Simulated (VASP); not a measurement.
# PbF2 (Fluorocronite): single point with PBE

The system is PbF2 (Fluorocronite).

```
Pb F
1.0
     0.00000    2.96366    2.96366
     2.96366    0.00000    2.96366
     2.96366    2.96366    0.00000
Pb F
1 2
Direct
  0.00000 0.00000 0.00000
  0.25000 0.25000 0.25000
  0.75000 0.75000 0.75000
```

* Program: VASP 6.6.1
* Task: single point
* Functional: PBE
* Potentials or basis: VASP PAW PBE potentials, release 64 (Pb_d, F)
* Cutoff: 520 eV
* k mesh: 3 × 3 × 3
* Occupations: gaussian, width 0.01 eV
* Spin: no spin polarisation

| Quantity | Value |
| --- | --- |
| Pressure | 2.5 GPa |
| Band gap on the k mesh | 4.68 eV, indirect (least direct gap 5.20 eV) |

Levels at points of the mesh, in eV from the valence-band top:
```tsv
k point	band 12	band 13	band 14	band 15	band 16	band 17
(0.00, 0.00, 0.00)	-1.95	-1.95	-1.95	6.80	6.80	6.80
```

It took 8 s on 1 thread of AMD EPYC 7R13, on a shared host, peak memory 0.14 GiB.

Caveat: the k points lie up to 0.61 Å⁻¹ apart; spin-orbit coupling is left out, which moves the levels of the heavy elements. A k mesh can miss the band edges.
